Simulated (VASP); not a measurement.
# GeSe (Pnma) in VASP: a series of runs

The runs below take GeSe through single point, with PBE.

All numbers are computed with VASP 6.6.1; they aren't measurements. Logs are shortened: lines on timing, memory, paths and dates and some standing lists are left out, and cuts for length are marked.

**1. The cell of the first run**

It takes space group Pnma (No. 62, orthorhombic). Conventional cell: a = 10.747 Å, b = 3.824 Å, c = 4.370 Å, α = 90.00°, β = 90.00°, γ = 90.00°. Within 3.4 Å of Ge (site symmetry m) lie 6 Se at 2.59 to 3.28 Å and 2 Ge at 3.33 Å. Within 3.4 Å of Se (site symmetry m) lie 6 Ge at 2.59 to 3.28 Å.

**2. Single point, PBE (22.45 Å³/atom)**

The input, INCAR:

```
SYSTEM = GeSe
PREC = Accurate
ENCUT = 500
EDIFF = 1E-6
ISMEAR = -1
SIGMA = 0.02
LREAL = .FALSE.
LASPH = .TRUE.
NELM = 120
ALGO = Normal
ISIF = 2
LWAVE = .FALSE.
LCHARG = .TRUE.
GGA = PE
LELF = .TRUE.
LVHAR = .TRUE.
NBANDS = 50
GGA_COMPAT = .FALSE.
```

The input, KPOINTS:

```
Automatic mesh
0
G
  4 11 10
  0 0 0
```

The input, POSCAR:

```
GeSe
1.0
   10.7473803623      0.0000000000      0.0000000000
    0.0000000000      3.8241602953      0.0000000000
    0.0000000000      0.0000000000      4.3704689089
Ge Se
4 4
Direct
    0.1181910379      0.2500000000      0.1131516689
    0.8818089621      0.7500000000      0.8868483311
    0.3818089621      0.7500000000      0.6131516689
    0.6181910379      0.2500000000      0.3868483311
    0.8548689677      0.2500000000      0.4942503116
    0.1451310323      0.7500000000      0.5057496884
    0.6451310323      0.7500000000     -0.0057496884
    0.3548689677      0.2500000000      0.0057496884
```

Potentials or basis: VASP PAW PBE potentials, release 64 (Ge_d, Se).

Command:

```console
cat potpaw_PBE.64/Ge_d/POTCAR potpaw_PBE.64/Se/POTCAR > POTCAR
mpirun -np 1 vasp_std > vasp.out
```

OUTCAR:

```text
SYSTEM = GeSe
   PREC = Accurate
   ENCUT = 500
   EDIFF = 1E-6
   ISMEAR = -1
   LREAL = .FALSE.
   LASPH = .TRUE.
   NELM = 120
   ISIF = 2
   GGA = PE

 ion  position               nearest neighbor table
   1  0.118  0.250  0.113-   6 2.59   6 2.59   8 2.59
   2  0.882  0.750  0.887-   5 2.59   5 2.59   7 2.59
   3  0.382  0.750  0.613-   8 2.59   8 2.59   6 2.59
   4  0.618  0.250  0.387-   7 2.59   7 2.59   5 2.59
   5  0.855  0.250  0.494-   2 2.59   2 2.59   4 2.59
   6  0.145  0.750  0.506-   1 2.59   1 2.59   3 2.59
   7  0.645  0.750  0.994-   4 2.59   4 2.59   2 2.59
   8  0.355  0.250  0.006-   3 2.59   3 2.59   1 2.59

  LATTYP: Found a simple orthorhombic cell.
 ALAT       =     3.8241602953
 B/A-ratio  =     1.1428571429
 C/A-ratio  =     2.8103896104

  Lattice vectors:

 A1 = (   0.0000000000,   3.8241602953,   0.0000000000)
 A2 = (   0.0000000000,   0.0000000000,   4.3704689089)
 A3 = (  10.7473803623,   0.0000000000,   0.0000000000)

Analysis of symmetry for initial positions (statically):
=====================================================================
 Subroutine PRICEL returns:
 Original cell was already a primitive cell.

 Routine SETGRP: Setting up the symmetry group for a
 simple orthorhombic supercell.

 Subroutine GETGRP returns: Found  8 space group operations
 (whereof  2 operations were pure point group operations)
 out of a pool of  8 trial point group operations.

The static configuration has the point symmetry S_2 .
 The point group associated with its full space group is D_2h.

Analysis of symmetry for dynamics (positions and initial velocities):
=====================================================================
 Subroutine PRICEL returns:
 Original cell was already a primitive cell.

 Routine SETGRP: Setting up the symmetry group for a
 simple orthorhombic supercell.

 Subroutine GETGRP returns: Found  8 space group operations
 (whereof  2 operations were pure point group operations)
 out of a pool of  8 trial point group operations.

The dynamic configuration has the point symmetry S_2 .
 The point group associated with its full space group is D_2h.

 Subroutine INISYM returns: Found  8 space group operations
 (whereof  2 operations are pure point group operations),
 and found     1 'primitive' translations

----------------------------------------------------------------------------------------

                                     Primitive cell

  volume of cell :     179.6250

  direct lattice vectors                    reciprocal lattice vectors
    10.747380362  0.000000000  0.000000000     0.093045930  0.000000000  0.000000000
     0.000000000  3.824160295  0.000000000     0.000000000  0.261495315  0.000000000
     0.000000000  0.000000000  4.370468909     0.000000000  0.000000000  0.228808400

  length of vectors
    10.747380362  3.824160295  4.370468909     0.093045930  0.261495315  0.228808400

  position of ions in fractional coordinates (direct lattice)
     0.118191038  0.250000000  0.113151669
     0.881808962  0.750000000  0.886848331
     0.381808962  0.750000000  0.613151669
     0.618191038  0.250000000  0.386848331
     0.854868968  0.250000000  0.494250312
     0.145131032  0.750000000  0.505749688
     0.645131032  0.750000000  0.994250312
     0.354868968  0.250000000  0.005749688

  ion indices of the primitive-cell ions
   primitive index   ion index
                 1           1
                 2           2
                 3           3
                 4           4
                 5           5
                 6           6
                 7           7
                 8           8

----------------------------------------------------------------------------------------

 KPOINTS: Automatic mesh

Automatic generation of k-mesh.
 Grid dimensions read from file:
 generate k-points for:    4   11   10

 Generating k-lattice:

  Cartesian coordinates                     Fractional coordinates (reciprocal lattice)
     0.023261482  0.000000000  0.000000000     0.250000000  0.000000000  0.000000000
     0.000000000  0.023772301  0.000000000     0.000000000  0.090909091  0.000000000
     0.000000000  0.000000000  0.022880840     0.000000000  0.000000000  0.100000000

  Length of vectors
     0.023261482  0.023772301  0.022880840

  Shift w.r.t. Gamma in fractional coordinates (k-lattice)
     0.000000000  0.000000000  0.000000000

 Subroutine IBZKPT returns following result:
 ===========================================

 Found    108 irreducible k-points:

 Following reciprocal coordinates:
            Coordinates               Weight
  0.000000  0.000000  0.000000      1.000000
  0.250000  0.000000  0.000000      2.000000
  0.500000  0.000000  0.000000      1.000000
  0.000000  0.090909  0.000000      2.000000
  0.250000  0.090909  0.000000      4.000000
  0.500000  0.090909  0.000000      2.000000
[... 16 lines left out ...]
  0.250000  0.090909  0.100000      8.000000
  0.500000  0.090909  0.100000      4.000000
 [... further k-points ...]
   k-points           NKPTS =    108   k-points in BZ     NKDIM =    108   number of bands    NBANDS=     50
   number of dos      NEDOS =    301   number of ions     NIONS =      8
   total plane-waves  NPLWV =  71680
   dimension x,y,z NGX =    80 NGY =   28 NGZ =   32
   dimension x,y,z NGXF=   160 NGYF=   56 NGZF=   64
   ions per type =               4   4
   NGX,Y,Z   is equivalent  to a cutoff of  12.37, 12.17, 12.17 a.u.
   NGXF,Y,Z  is equivalent  to a cutoff of  24.75, 24.34, 24.34 a.u.
 SYSTEM =  GeSe
   PREC   = accura    normal or accurate (medium, high low for compatibility)
   ISTART =      0    job   : 0-new  1-cont  2-samecut
   ICHARG =      2    charge: 1-file 2-atom 10-const
   ISPIN  =      1    spin polarized calculation?
   LNONCOLLINEAR =      F non collinear calculations
   LSORBIT =      F    spin-orbit coupling
   LASPH  =      T    aspherical Exc in radial PAW
   ENCUT  =  500.0 eV  36.75 Ry    6.06 a.u.  19.59  6.97  7.97*2*pi/ulx,y,z
   NELM   =    120;   NELMIN=  2; NELMDL= -5     # of ELM steps
   EDIFF  = 0.1E-05   stopping-criterion for ELM
   LREAL  =      F    real-space projection
   EDIFFG = 0.1E-04   stopping-criterion for IOM
   NSW    =      0    number of steps for IOM
   IBRION =     -1    ionic relax: 0-MD 1-quasi-New 2-CG
   NFREE  =      0    steps in history (QN), initial steepest desc. (CG)
   ISIF   =      2    stress and relaxation
   ISYM   =      2    0-nonsym 1-usesym 2-fastsym
   POTIM  = 0.5000    time-step for ionic-motion
   TEBEG  =    0.0;   TEEND  =   0.0 temperature during run
   PSTRESS=    0.0 pullay stress
   NELECT =      80.0000    total number of electrons
   NUPDOWN=      -1.0000    fix difference up-down
   EMIN   =  10.00;   EMAX   =-10.00  energy-range for DOS
   EFERMI =   0.00;   METHOD = LEGACY
   ISMEAR =    -1;   SIGMA  =   0.02  broadening in eV -4-tet -1-fermi 0-gaus
   EFERMI_NEDOS =   21; number of points for ismear=-14 and -15
   IALGO  =     38    algorithm
   IMIX   =      4    mixing-type and parameters
     AMIX     =   0.40;   BMIX     =  1.00
     AMIX_MAG =   1.60;   BMIX_MAG =  1.00
  volume/ion in A,a.u.               =      22.45       151.52
  Fermi-wavevector in a.u.,A,eV,Ry     =   1.250209  2.362552 21.266209  1.563022
  Thomas-Fermi vector in A             =   2.384214
   LORBIT       =      0    0 simple, 1 ext, 2 COOP (PROOUT), +10 PAW based schemes
   GGA     = PE    functional components
   LHFCALC =     F    Hartree Fock is set to
   AEXX    =    0.0000 exact exchange contribution
   IVDW    =     0    specifies the selected vdW correction
   LEPSILON=     F    determine dielectric tensor
   LRPA    =     F    only Hartree local field effects (RPA)
 non-spin polarized calculation
  energy-cutoff  :      500.00
  volume of cell :      179.62
 maximum number of plane-waves:      4604
 NGX is ok and might be reduce to    80
   NGX = 39   NGY = 13   NGZ = 15

 number of electron      79.9999955 magnetization

 Free energy of the ion-electron system (eV)
  ---------------------------------------------------
  ext. energy  EPLUGINS =         0.00000000
  ---------------------------------------------------
  free energy    TOTEN  =       -33.76082903 eV

  energy without entropy =      -33.76082902  energy(sigma->0) =      -33.76082902

 E-fermi :   4.8998     XC(G=0): -10.0595

 val. band max:        4.5951403663   @ k =   0.0000   0.0000   0.3000
 cond. band min:       5.2016248832   @ k =   0.0000   0.0000   0.0000
 fundamental gap:      0.6064845169
 Fermi energy:         4.8998287548

 k-point     1 :       0.0000    0.0000    0.0000
  band No.  band energies     occupation
      1     -20.0086      2.00000
      2     -20.0053      2.00000
      3     -20.0037      2.00000
      4     -20.0030      2.00000
      5     -20.0018      2.00000
      6     -20.0016      2.00000
[... 42 lines left out ...]
     49       9.4253      0.00000
     50       9.8796      0.00000

 k-point     2 :       0.2500    0.0000    0.0000
  band No.  band energies     occupation
      1     -20.0082      2.00000
      2     -20.0061      2.00000
      3     -20.0031      2.00000
      4     -20.0029      2.00000
      5     -20.0021      2.00000
      6     -20.0018      2.00000
[... 42 lines left out ...]
     49       9.7271      0.00000
     50       9.9125      0.00000

 k-point     3 :       0.5000    0.0000    0.0000
  band No.  band energies     occupation
      1     -20.0073      2.00000
      2     -20.0073      2.00000
      3     -20.0026      2.00000
      4     -20.0026      2.00000
      5     -20.0023      2.00000
      6     -20.0023      2.00000
[... 42 lines left out ...]
     49       9.6994      0.00000
     50       9.6998      0.00000

 k-point     4 :       0.0000    0.0909    0.0000
  band No.  band energies     occupation
      1     -20.0079      2.00000
      2     -20.0051      2.00000
      3     -20.0034      2.00000
      4     -20.0030      2.00000
      5     -20.0018      2.00000
      6     -20.0014      2.00000
[... 999 lines left out ...]
 k-point    23 :       0.2500    0.0909    0.1000
  band No.  band energies     occupation
      1     -20.0075      2.00000
      2     -20.0056      2.00000
      3     -20.0034      2.00000
      4     -20.0029      2.00000
      5     -20.0020      2.00000
      6     -20.0013      2.00000
[... 42 lines left out ...]
     49       9.0580      0.00000
     50       9.7290      0.00000

 k-point    24 :       0.5000    0.0909    0.1000
  band No.  band energies     occupation
      1     -20.0066      2.00000
      2     -20.0066      2.00000
      3     -20.0031      2.00000
      4     -20.0031      2.00000
      5     -20.0017      2.00000
      6     -20.0017      2.00000
[... 42 lines left out ...]
     49       9.4696      0.00000
     50       9.5253      0.00000

 [... further k-points ...]
[... 5 lines left out ...]
  --------------------------------------------------------------------------------------
  -------------------------------------------------------------------------------------
  Total        2.7859830      3.2424201      2.5681030      0.0000000     -0.0000000      0.0000000
  in kB       24.8497658     28.9209874     22.9063701      0.0000000     -0.0000000      0.0000000
  external PRESSURE =      25.5590411 kB  Pullay stress =       0.0000000 kB

 VOLUME and BASIS-vectors are now :
 -----------------------------------------------------------------------------
  energy-cutoff  :      500.00
  volume of cell :      179.62
      direct lattice vectors                 reciprocal lattice vectors
    10.747380362  0.000000000  0.000000000     0.093045930  0.000000000  0.000000000
     0.000000000  3.824160295  0.000000000     0.000000000  0.261495315  0.000000000
     0.000000000  0.000000000  4.370468909     0.000000000  0.000000000  0.228808400

 POSITION                                       TOTAL-FORCE (eV/Angst)
 -----------------------------------------------------------------------------------
      1.27024      0.95604      0.49453        -0.017723      0.000000     -0.011773
      9.47714      2.86812      3.87594         0.017723     -0.000000      0.011773
      4.10345      2.86812      2.67976         0.017723      0.000000     -0.011773
      6.64393      0.95604      1.69071        -0.017723     -0.000000      0.011773
      9.18760      0.95604      2.16011         0.006662      0.000000     -0.004941
      1.55978      2.86812      2.21036        -0.006662      0.000000      0.004941
      6.93347      2.86812      4.34534        -0.006662      0.000000     -0.004941
      3.81391      0.95604      0.02513         0.006662     -0.000000      0.004941
 -----------------------------------------------------------------------------------
    total drift:                                0.000000     -0.000000      0.000000

  FREE ENERGIE OF THE ION-ELECTRON SYSTEM (eV)
  ---------------------------------------------------
  free  energy   TOTEN  =       -33.7608290255 eV

  energy  without entropy=      -33.7608290230  energy(sigma->0) =      -33.76082902
```

It took 13 min on 1 thread of Oxide Virtual Turin-like, shared host; peak memory 0.7 GiB.

What came out:

| Quantity | Value |
| --- | --- |
| Free energy | -33.7608 eV |
| Pressure | 2.6 GPa |
| Largest force | 0.021 eV/Å |
| Band gap on the k mesh | 0.61 eV (least direct gap 0.80 eV) |

Forces on the atoms (eV/Å):
```
Ge  -0.018  0.000 -0.012
Ge   0.018  0.000  0.012
Ge   0.018  0.000 -0.012
Ge  -0.018  0.000  0.012
Se   0.007  0.000 -0.005
Se  -0.007  0.000  0.005
Se  -0.007  0.000 -0.005
Se   0.007  0.000  0.005
```

A k mesh can miss the band edges.

**3. Single point, PBE (23.83 Å³/atom)**

This run uses another cell than the first one, of 23.83 Å³/atom.

The input, INCAR:

```
SYSTEM = GeSe
ALGO     = Normal         ! electronic algorithm
EDIFF    = 1E-6           ! SCF threshold, eV
ENCUT    = 500            ! plane-wave cutoff, eV
GGA      = PE             ! functional
GGA_COMPAT= .False.      
ISIF     = 2              ! what is computed and relaxed
ISMEAR   = -1             ! smearing method
LASPH    = .True.         ! aspherical terms in the spheres
LCHARG   = .True.         ! write CHGCAR
LELF     = .True.         ! ELF
LREAL    = .False.        ! projectors in reciprocal space
LVHAR    = .True.       
LWAVE    = .False.        ! write WAVECAR
NBANDS   = 50             ! bands
NELM     = 120            ! most SCF steps
PREC     = Accurate       ! precision mode
SIGMA    = 0.02           ! smearing width, eV
```

The input, KPOINTS:

```
k-points
0
Gamma
  4 11 10
  0 0 0
```

The input, POSCAR:

```
GeSe
1.0
   10.9623847493      0.0000000000      0.0000000000
    0.0000000000      3.9006637047      0.0000000000
    0.0000000000      0.0000000000      4.4579013768
Ge Se
4 4
Direct
    0.1230703869      0.2500000000      0.1140853057
    0.8769296131      0.7500000000      0.8859146943
    0.3769296131      0.7500000000      0.6140853057
    0.6230703869      0.2500000000      0.3859146943
    0.8536169317      0.2500000000      0.5016290002
    0.1463830683      0.7500000000      0.4983709998
    0.6463830683      0.7500000000      0.0016290002
    0.3536169317      0.2500000000     -0.0016290002
```

Potentials or basis: VASP PAW PBE potentials, release 64 (Ge_d, Se).

Command:

```console
cat potpaw_PBE.64/Ge_d/POTCAR potpaw_PBE.64/Se/POTCAR > POTCAR
mpirun -np 1 vasp_std > vasp.out
```

It took 11 min on 1 thread of Oxide Virtual Turin-like, shared host; peak memory 0.73 GiB.

The run converged. Its results:

| Quantity | Value |
| --- | --- |
| Free energy | -33.8619 eV |
| Pressure | 0.5 GPa |
| Largest force | 0.027 eV/Å |
| Band gap on the k mesh | 0.88 eV (least direct gap 0.99 eV) |

Forces in eV/Å, atoms in the order of the input:
```
Ge  -0.022  0.000 -0.001
Ge   0.022  0.000  0.001
Ge   0.022  0.000 -0.001
Ge  -0.022  0.000  0.001
Se   0.027  0.000 -0.004
Se  -0.027  0.000  0.004
Se  -0.027  0.000 -0.004
Se   0.027  0.000  0.004
```

Stress tensor (GPa, compression positive):
```
0.94 0.00 0.00
0.00 0.18 0.00
0.00 0.00 0.49
```

Levels at points of the mesh, in eV from the valence-band top:
```tsv
k point	band 38	band 39	band 40	band 41	band 42	band 43
(0.00, 0.00, 0.00)	-0.91	-0.72	-0.11	0.88	2.64	2.69
(0.50, 0.00, 0.00)	-1.59	-0.35	-0.35	2.40	2.40	2.47
(0.00, 0.00, 0.50)	-0.93	-0.36	-0.36	1.28	1.28	2.03
(0.50, 0.00, 0.50)	-0.55	-0.49	-0.49	1.34	1.34	1.99
```

A k mesh can miss the band edges.

**4. Single point, PBE (21.99 Å³/atom)**

This run uses another cell than the first one, of 21.99 Å³/atom.

The input, INCAR:

```
SYSTEM = GeSe
PREC     = Accurate       ! precision mode
ENCUT    = 500            ! plane-wave cutoff, eV
EDIFF    = 1E-6           ! SCF threshold, eV
ISMEAR   = -1             ! smearing method
SIGMA    = 0.02           ! smearing width, eV
LREAL    = .FALSE.        ! projectors in reciprocal space
LASPH    = .TRUE.         ! aspherical terms in the spheres
NELM     = 120            ! most SCF steps
ALGO     = Normal         ! electronic algorithm
ISIF     = 2              ! what is computed and relaxed
LWAVE    = .FALSE.        ! write WAVECAR
LCHARG   = .FALSE.        ! write CHGCAR
GGA      = PE             ! functional
NBANDS   = 50             ! bands
GGA_COMPAT= .FALSE.
```

The input, KPOINTS:

```
regular mesh
0
G
  4 11 10
  0 0 0
```

The input, POSCAR:

```
GeSe
1.0
   10.6737658577      0.0000000000      0.0000000000
    0.0000000000      3.7979665945      0.0000000000
    0.0000000000      0.0000000000      4.3405332508
Ge Se
4 4
Direct
    0.1170679558      0.2500000000      0.1119961175
    0.8829320442      0.7500000000      0.8880038825
    0.3829320442      0.7500000000      0.6119961175
    0.6170679558      0.2500000000      0.3880038825
    0.8552420892      0.2500000000      0.4919721844
    0.1447579108      0.7500000000      0.5080278156
    0.6447579108      0.7500000000     -0.0080278156
    0.3552420892      0.2500000000      0.0080278156
```

Command:

```console
cat potpaw_PBE.64/Ge_d/POTCAR potpaw_PBE.64/Se/POTCAR > POTCAR
mpirun -np 1 vasp_std > vasp.out
```

Run time: 18 min. Hardware: 1 thread of Oxide Virtual Turin-like, shared host; peak memory 0.68 GiB.

It converged, with:

```
Free energy            : -33.6917 eV
Pressure               : 3.5 GPa
Largest force          : 0.038 eV/Å
Band gap on the k mesh : 0.52 eV (least direct gap 0.73 eV)
```

Forces in eV/Å, atoms in the order of the input:
```
Ge  -0.036  0.000 -0.011
Ge   0.036  0.000  0.011
Ge   0.036  0.000 -0.011
Ge  -0.036  0.000  0.011
Se   0.017  0.000  0.001
Se  -0.017  0.000 -0.001
Se  -0.017  0.000  0.001
Se   0.017  0.000 -0.001
```

Stress tensor (GPa, compression positive):
```
3.40 0.00 0.00
0.00 4.03 0.00
0.00 0.00 3.06
```

Levels at points of the mesh, in eV from the valence-band top:
| k point | band 38 | band 39 | band 40 | band 41 | band 42 | band 43 |
| --- | --- | --- | --- | --- | --- | --- |
| (0.00, 0.00, 0.00) | -1.14 | -0.98 | -0.22 | 0.52 | 2.75 | 2.76 |
| (0.50, 0.00, 0.00) | -1.71 | -0.49 | -0.49 | 2.36 | 2.36 | 2.54 |
| (0.00, 0.00, 0.50) | -0.99 | -0.33 | -0.33 | 1.23 | 1.23 | 1.88 |
| (0.50, 0.00, 0.50) | -0.54 | -0.45 | -0.45 | 1.25 | 1.25 | 1.96 |

Caveat: the cell stands under pressure. A k mesh can miss the band edges.

[end of part 1 of 2]
